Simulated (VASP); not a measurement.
# ZnSb2C (P-4m2) in VASP: a series of runs

Runs on ZnSb2C. Level: PBEsol. Tasks: single point.

Everything below comes from runs of VASP 6.6.1. Logs are shortened: lines on timing, memory, paths and dates and some standing lists are left out, and cuts for length are marked.

## Step 1: The cell of the first run

Symmetry: P-4m2, No. 115, tetragonal system. The conventional cell has a = 3.827 Å, b = 3.827 Å, c = 5.971 Å, α = 90.00°, β = 90.00°, γ = 90.00°. Within 3.4 Å of Zn (site symmetry -4m2) lie 4 Sb at 2.58 Å. Sb (site symmetry 2mm) has 2 C at 2.28 Å and 2 Zn at 2.58 Å within 3.0 Å. Within 3.0 Å of C (site symmetry -4m2) lie 4 Sb at 2.28 Å.

## Step 2: Single point, PBEsol

File INCAR:

```
  PREC = Accurate
  ENCUT = 520
  EDIFF = 1E-6
  ISMEAR = -1
  SIGMA = 0.02
  LREAL = False
  LASPH = True
  NELM = 80
  ALGO = Normal
  ISIF = 2
  LWAVE = False
  LCHARG = False
  GGA = PS
  NBANDS = 21
```

File KPOINTS:

```
Automatic mesh
0
Gamma
  3 3 3
```

File POSCAR:

```
ZnSb2C
1.0
    3.8273790815      0.0000000000      0.0000000000
    0.0000000000      3.8273790815      0.0000000000
    0.0000000000      0.0000000000      5.9708967051
Zn Sb C
1 2 1
Direct
    0.0000000000      0.0000000000      0.0000000000
    0.0000000000      0.5000000000      0.2909733445
    0.5000000000      0.0000000000      0.7090266555
    0.5000000000      0.5000000000      0.5000000000
```

Potentials or basis: VASP PAW PBE potentials, release 64 (Zn, Sb, C).

Run with:

```
$ cat potpaw_PBE.64/Zn/POTCAR potpaw_PBE.64/Sb/POTCAR potpaw_PBE.64/C/POTCAR > POTCAR
$ mpirun -np 1 vasp_std > vasp.out
```

OUTCAR:

```text
PREC = Accurate
   ENCUT = 520
   EDIFF = 1E-6
   ISMEAR = -1
   LREAL = False
   LASPH = True
   NELM = 80
   ISIF = 2
   GGA = PS

 ion  position               nearest neighbor table
   1  0.000  0.000  0.000-   2 2.58   3 2.58   2 2.58   3 2.58
   2  0.000  0.500  0.291-   4 2.28   4 2.28   1 2.58   1 2.58   3 3.68   3 3.68   3 3.68   3 3.68

   3  0.500  0.000  0.709-   4 2.28   4 2.28   1 2.58   1 2.58   2 3.68   2 3.68   2 3.68   2 3.68

   4  0.500  0.500  0.500-   2 2.28   3 2.28   3 2.28   2 2.28

  LATTYP: Found a simple tetragonal cell.
 ALAT       =     3.8273790815
 C/A-ratio  =     1.5600484242

  Lattice vectors:

 A1 = (   3.8273790815,   0.0000000000,   0.0000000000)
 A2 = (   0.0000000000,   3.8273790815,   0.0000000000)
 A3 = (   0.0000000000,   0.0000000000,   5.9708967051)

Analysis of symmetry for initial positions (statically):
=====================================================================
 Subroutine PRICEL returns:
 Original cell was already a primitive cell.

 Routine SETGRP: Setting up the symmetry group for a
 simple tetragonal supercell.

 Subroutine GETGRP returns: Found  8 space group operations
 (whereof  8 operations were pure point group operations)
 out of a pool of 16 trial point group operations.

The static configuration has the point symmetry D_2d.

Analysis of symmetry for dynamics (positions and initial velocities):
=====================================================================
 Subroutine PRICEL returns:
 Original cell was already a primitive cell.

 Routine SETGRP: Setting up the symmetry group for a
 simple tetragonal supercell.

 Subroutine GETGRP returns: Found  8 space group operations
 (whereof  8 operations were pure point group operations)
 out of a pool of 16 trial point group operations.

The dynamic configuration has the point symmetry D_2d.

 Subroutine INISYM returns: Found  8 space group operations
 (whereof  8 operations are pure point group operations),
 and found     1 'primitive' translations

----------------------------------------------------------------------------------------

                                     Primitive cell

  volume of cell :      87.4667

  direct lattice vectors                    reciprocal lattice vectors
     3.827379082  0.000000000  0.000000000     0.261275400  0.000000000  0.000000000
     0.000000000  3.827379082  0.000000000     0.000000000  0.261275400  0.000000000
     0.000000000  0.000000000  5.970896705     0.000000000  0.000000000  0.167479032

  length of vectors
     3.827379082  3.827379082  5.970896705     0.261275400  0.261275400  0.167479032

  position of ions in fractional coordinates (direct lattice)
     0.000000000  0.000000000  0.000000000
     0.000000000  0.500000000  0.290973345
     0.500000000  0.000000000  0.709026655
     0.500000000  0.500000000  0.500000000

  ion indices of the primitive-cell ions
   primitive index   ion index
                 1           1
                 2           2
                 3           3
                 4           4

----------------------------------------------------------------------------------------

 KPOINTS: Automatic mesh

Automatic generation of k-mesh.
 Grid dimensions read from file:
 generate k-points for:    3    3    3

 Generating k-lattice:

  Cartesian coordinates                     Fractional coordinates (reciprocal lattice)
     0.087091800  0.000000000  0.000000000     0.333333333  0.000000000  0.000000000
     0.000000000  0.087091800  0.000000000     0.000000000  0.333333333  0.000000000
     0.000000000  0.000000000  0.055826344     0.000000000  0.000000000  0.333333333

  Length of vectors
     0.087091800  0.087091800  0.055826344

  Shift w.r.t. Gamma in fractional coordinates (k-lattice)
     0.000000000  0.000000000  0.000000000

 Subroutine IBZKPT returns following result:
 ===========================================

 Found      6 irreducible k-points:

 Following reciprocal coordinates:
            Coordinates               Weight
  0.000000  0.000000  0.000000      1.000000
  0.333333  0.000000  0.000000      4.000000
  0.333333  0.333333  0.000000      4.000000
  0.000000  0.000000  0.333333      2.000000
  0.333333  0.000000  0.333333      8.000000
  0.333333  0.333333  0.333333      8.000000
   k-points           NKPTS =      6   k-points in BZ     NKDIM =      6   number of bands    NBANDS=     21
   number of dos      NEDOS =    301   number of ions     NIONS =      4
   total plane-waves  NPLWV =  37632
   dimension x,y,z NGX =    28 NGY =   28 NGZ =   48
   dimension x,y,z NGXF=    56 NGYF=   56 NGZF=   96
   ions per type =               1   2   1
   NGX,Y,Z   is equivalent  to a cutoff of  12.16, 12.16, 13.36 a.u.
   NGXF,Y,Z  is equivalent  to a cutoff of  24.32, 24.32, 26.73 a.u.
 SYSTEM =  unknown system
   PREC   = accura    normal or accurate (medium, high low for compatibility)
   ISTART =      0    job   : 0-new  1-cont  2-samecut
   ICHARG =      2    charge: 1-file 2-atom 10-const
   ISPIN  =      1    spin polarized calculation?
   LNONCOLLINEAR =      F non collinear calculations
   LSORBIT =      F    spin-orbit coupling
   LASPH  =      T    aspherical Exc in radial PAW
   ENCUT  =  520.0 eV  38.22 Ry    6.18 a.u.   7.12  7.12 11.10*2*pi/ulx,y,z
   NELM   =     80;   NELMIN=  2; NELMDL= -5     # of ELM steps
   EDIFF  = 0.1E-05   stopping-criterion for ELM
   LREAL  =      F    real-space projection
   EDIFFG = 0.1E-04   stopping-criterion for IOM
   NSW    =      0    number of steps for IOM
   IBRION =     -1    ionic relax: 0-MD 1-quasi-New 2-CG
   NFREE  =      0    steps in history (QN), initial steepest desc. (CG)
   ISIF   =      2    stress and relaxation
   ISYM   =      2    0-nonsym 1-usesym 2-fastsym
   POTIM  = 0.5000    time-step for ionic-motion
   TEBEG  =    0.0;   TEEND  =   0.0 temperature during run
   PSTRESS=    0.0 pullay stress
   NELECT =      26.0000    total number of electrons
   NUPDOWN=      -1.0000    fix difference up-down
   EMIN   =  10.00;   EMAX   =-10.00  energy-range for DOS
   EFERMI =   0.00;   METHOD = LEGACY
   ISMEAR =    -1;   SIGMA  =   0.02  broadening in eV -4-tet -1-fermi 0-gaus
   EFERMI_NEDOS =   21; number of points for ismear=-14 and -15
   IALGO  =     38    algorithm
   IMIX   =      4    mixing-type and parameters
     AMIX     =   0.40;   BMIX     =  1.00
     AMIX_MAG =   1.60;   BMIX_MAG =  1.00
  volume/ion in A,a.u.               =      21.87       147.56
  Fermi-wavevector in a.u.,A,eV,Ry     =   1.092576  2.064670 16.241587  1.193723
  Thomas-Fermi vector in A             =   2.228845
   LORBIT       =      0    0 simple, 1 ext, 2 COOP (PROOUT), +10 PAW based schemes
   GGA     = PS    functional components
   LHFCALC =     F    Hartree Fock is set to
   AEXX    =    0.0000 exact exchange contribution
   IVDW    =     0    specifies the selected vdW correction
   LEPSILON=     F    determine dielectric tensor
   LRPA    =     F    only Hartree local field effects (RPA)
 non-spin polarized calculation
  energy-cutoff  :      520.00
  volume of cell :       87.47
 maximum number of plane-waves:      2366
   NGX = 15   NGY = 15   NGZ = 23

 number of electron      25.9999983 magnetization

 Free energy of the ion-electron system (eV)
  ---------------------------------------------------
  ext. energy  EPLUGINS =         0.00000000
  ---------------------------------------------------
  free energy    TOTEN  =       -17.30193321 eV

  energy without entropy =      -17.29812014  energy(sigma->0) =      -17.30002668

 E-fermi :   5.9968     XC(G=0):  -9.9308

 val. band max:        5.9723553163   @ k =   0.3333   0.0000   0.0000
 cond. band min:       6.2392897810   @ k =   0.3333   0.0000   0.3333
 fundamental gap:      0.2669344647
 Fermi energy:         5.9967790633

 k-point     1 :       0.0000    0.0000    0.0000
  band No.  band energies     occupation
      1      -7.9128      2.00000
      2      -4.1418      2.00000
      3      -2.4831      2.00000
      4      -2.1101      2.00000
      5      -2.1101      2.00000
      6      -2.0352      2.00000
[... 13 lines left out ...]
     20      12.1353      0.00000
     21      14.2023      0.00000

 k-point     2 :       0.3333    0.0000    0.0000
  band No.  band energies     occupation
      1      -7.0959      2.00000
      2      -4.3588      2.00000
      3      -2.7218      2.00000
      4      -2.1280      2.00000
      5      -2.1000      2.00000
      6      -1.9809      2.00000
[... 13 lines left out ...]
     20      12.8990      0.00000
     21      13.1357      0.00000

 k-point     3 :       0.3333    0.3333    0.0000
  band No.  band energies     occupation
      1      -6.2574      2.00000
      2      -3.9425      2.00000
      3      -3.1560      2.00000
      4      -2.1472      2.00000
      5      -2.0250      2.00000
      6      -2.0200      2.00000
[... 13 lines left out ...]
     20      11.3606      0.00000
     21      14.9606      0.00000

 k-point     4 :       0.0000    0.0000    0.3333
  band No.  band energies     occupation
      1      -7.7698      2.00000
      2      -4.9709      2.00000
      3      -2.3493      2.00000
      4      -2.1193      2.00000
      5      -2.1193      2.00000
      6      -2.0511      2.00000
[... 13 lines left out ...]
     20      11.9497      0.00000
     21      13.5179      0.00000

 k-point     5 :       0.3333    0.0000    0.3333
  band No.  band energies     occupation
      1      -7.0006      2.00000
      2      -4.6102      2.00000
      3      -2.5632      2.00000
      4      -2.1038      2.00000
      5      -2.1022      2.00000
      6      -1.9800      2.00000
[... 13 lines left out ...]
     20      12.0518      0.00000
     21      13.1317      0.00000

 k-point     6 :       0.3333    0.3333    0.3333
  band No.  band energies     occupation
      1      -6.1879      2.00000
      2      -4.1278      2.00000
      3      -2.9994      2.00000
      4      -2.1047      2.00000
      5      -2.0470      2.00000
      6      -2.0293      2.00000
[... 13 lines left out ...]
     20      11.6737      0.00000
     21      12.7135      0.00000

------------------------ aborting loop because EDIFF is reached ----------------------------------------

  FORCE on cell =-STRESS in cart. coord.  units (eV):
  Direction    XX          YY          ZZ          XY          YZ          ZX
  --------------------------------------------------------------------------------------
  -------------------------------------------------------------------------------------
  Total       -0.4279899     -0.4279899      0.5980816      0.0000000      0.0000000      0.0000000
  in kB       -7.8397389     -7.8397389     10.9554060      0.0000000      0.0000000      0.0000000
  external PRESSURE =      -1.5746906 kB  Pullay stress =       0.0000000 kB

 VOLUME and BASIS-vectors are now :
 -----------------------------------------------------------------------------
  energy-cutoff  :      520.00
  volume of cell :       87.47
      direct lattice vectors                 reciprocal lattice vectors
     3.827379082  0.000000000  0.000000000     0.261275400  0.000000000  0.000000000
     0.000000000  3.827379082  0.000000000     0.000000000  0.261275400  0.000000000
     0.000000000  0.000000000  5.970896705     0.000000000  0.000000000  0.167479032

 POSITION                                       TOTAL-FORCE (eV/Angst)
 -----------------------------------------------------------------------------------
      0.00000      0.00000      0.00000        -0.000000      0.000000     -0.000000
      0.00000      1.91369      1.73737        -0.000000      0.000000      0.927807
      1.91369      0.00000      4.23352        -0.000000      0.000000     -0.927807
      1.91369      1.91369      2.98545         0.000000     -0.000000     -0.000000
 -----------------------------------------------------------------------------------
    total drift:                               -0.000000      0.000000     -0.000000

  FREE ENERGIE OF THE ION-ELECTRON SYSTEM (eV)
  ---------------------------------------------------
  free  energy   TOTEN  =       -17.3019332118 eV

  energy  without entropy=      -17.2981201433  energy(sigma->0) =      -17.30002668
```

It took 5.9 s on 1 thread of Intel Xeon 6975P-C (Granite Rapids), shared host; peak memory 0.19 GiB.

What came out:

| Item | Value |
| --- | --- |
| Free energy | -17.3019 eV |
| Pressure | -0.2 GPa |
| Largest force | 0.928 eV/Å |
| Band gap on the k mesh | zero (band 13 reaches 6.68 eV, above the bottom of band 14 at 5.92 eV) |

Forces in eV/Å, atoms in the order of the input:
```
Zn   0.000  0.000  0.000
Sb   0.000  0.000  0.928
Sb   0.000  0.000 -0.928
C    0.000  0.000  0.000
```

Caveat: the k points lie up to 0.55 Å⁻¹ apart; the PAW data sets were made with another functional, which shifts forces and pressure a little; spin-orbit coupling is left out, which moves the levels of the heavy elements.

[end of part 1 of 2]
